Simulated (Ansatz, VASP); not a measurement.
Two plane-wave programs on GaAs

```
CELL_PARAMETERS angstrom
0.00000 2.96819 2.82685
2.96819 0.00000 2.82685
2.96819 2.96819 0.00000
ATOMIC_POSITIONS crystal
Ga 0.00000 0.00000 0.00000
As 0.75000 0.75000 0.75000
```

Change from the starting cell: strain +0.050 along x and y, +0.000 along z, atoms carried along.

Alike in both runs: task single point; functional r2SCAN; k mesh 8 × 8 × 8; occupations gaussian, width 0.05 eV; no spin polarisation.

|  | VASP | Ansatz |
| --- | --- | --- |
| version | VASP 6.6.1 | Ansatz 0.2.0 |
| potentials or method | VASP PAW PBE potentials, release 64 (Ga_d, As), cutoff 520 eV | scalar-relativistic, plane waves, PAW |
| valence electrons in the cell | 18 | 28 |

|  | VASP | Ansatz | Ansatz less VASP |
| --- | --- | --- | --- |
| gap on the k mesh at the Fermi level (eV) | 0.05 | 0.07 | +0.019 |
| least direct gap on the mesh (eV) | 0.05 | 0.07 | +0.019 |
| pressure (GPa) | -5.3 | -5.3 | -0.05 |
| traceless stress, the component that is largest in VASP (GPa) | 1.89 | 1.92 | +0.021 |

VASP's potentials were made for PBE, not for r2SCAN. With one functional, cell and mesh, what is left measures potentials, basis and numerics. VASP's potentials hold 18 valence electrons a cell and Ansatz's 28, so a difference there can come from the potentials and not from the codes.
